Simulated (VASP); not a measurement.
Wanted: the native input for a VASP 6.6.1 run.

| Property | Result |
| --- | --- |
| Task | electric field gradients |
| Functional | LDA |
| Potentials or basis | VASP PAW LDA potentials, release 64 (Ta_pv) |
| Cutoff | 520 eV |
| k mesh | 12 × 12 × 6 |
| Occupations | fermi-dirac, width 0.05 eV |
| Spin | no spin polarisation |
| Dipole correction | no |
| Further INCAR settings | ALGO = Normal; EDIFF = 1e-08; NBANDS = 18 |

The structure of Ta lies in POSCAR:

```
Ta
1.0
    2.9669564710      0.0000000000      0.0000000000
   -1.4834782355      2.5694596758      0.0000000000
    0.0000000000      0.0000000000      4.8064694830
Ta
2
Direct
    0.3333333333      0.6666666667      0.2500000000
    0.6666666667      0.3333333333      0.7500000000
```

This isn't the form of Ta at room conditions, which is bcc.

These files were run (other wordings do the same):

INCAR

```
  PREC = Accurate
  ENCUT = 520
  EDIFF = 1E-8
  ISMEAR = -1
  SIGMA = 0.05
  LREAL = F
  LASPH = T
  NELM = 100
  ALGO = Normal
  ISIF = 2
  LWAVE = F
  LCHARG = F
  GGA = CA
  LEFG = T
  NBANDS = 18
```

KPOINTS

```
regular mesh
0
Gamma
  12 12 6
```

Potentials or basis: VASP PAW LDA potentials, release 64 (Ta_pv).

Launch:

```bash
$ cat potpaw_LDA.64/Ta_pv/POTCAR > POTCAR
$ mpirun -np 1 vasp_std > vasp.out
```

Results of the run:

| Quantity | Value |
| --- | --- |
| Pressure | -6.7 GPa |
| Band gap on the k mesh | zero (bands 11 and 12 overlap by 2.21 eV) |
| Largest electric field gradient by atom | Ta +10.7 V/Å² |

Caveat: the cell stands under tension; without QUAD_EFG the Cq values of the log hold for a quadrupole moment of 1 mb, not for the nuclei; spin-orbit coupling is left out, which moves the levels of the heavy elements.

It took 51 s on 1 thread of Intel Xeon 8259CL, on a shared host, peak memory 0.16 GiB.
